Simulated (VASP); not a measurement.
Write the native input for VASP 6.6.1 that does the following.

```yaml
Task: single point
Functional: PBE
Potentials_or_basis: VASP PAW PBE potentials, release 64 (I, K_sv)
Cutoff: 500 eV
k_mesh: 4 × 4 × 4
Occupations: gaussian, width 0.01 eV
Spin: no spin polarisation
Dipole_correction: no
Further_INCAR_settings: ALGO = Normal; EDIFF = 1e-06; NBANDS = 15
```

The structure of KI lies in POSCAR:

```
KI
1.0
    0.0000000000      3.5327750000      3.5327750000
    3.5327750000      0.0000000000      3.5327750000
    3.5327750000      3.5327750000      0.0000000000
I K
1 1
Direct
    0.5000000000      0.5000000000      0.5000000000
    0.0000000000      0.0000000000      0.0000000000
```

These files were run (other wordings do the same):

INCAR

```
SYSTEM = KI
PREC = Accurate
ENCUT = 500
EDIFF = 1E-6
ISMEAR = 0
SIGMA = 0.01
LREAL = .False.
LASPH = .True.
NELM = 120
ALGO = Normal
ISIF = 2
LWAVE = .False.
LCHARG = .False.
GGA = PE
NBANDS = 15
GGA_COMPAT = .False.
```

KPOINTS

```
Automatic mesh
0
Gamma
  4 4 4
  0 0 0
```

Potentials or basis: VASP PAW PBE potentials, release 64 (I, K_sv).

Run with:

```bash
$ cat potpaw_PBE.64/I/POTCAR potpaw_PBE.64/K_sv/POTCAR > POTCAR
$ mpirun -np 1 vasp_std > vasp.out
```

It gave:

```json
{
 "Pressure": "0.6 GPa",
 "Band gap on the k mesh": "3.96 eV, direct"
}
```

Caveat: spin-orbit coupling is left out, which moves the levels of the heavy elements.

Wall time 8.5 s on 1 thread of Intel(R) Xeon(R) 6975P-C (Granite Rapids), on a shared host, peak memory 0.2 GiB.
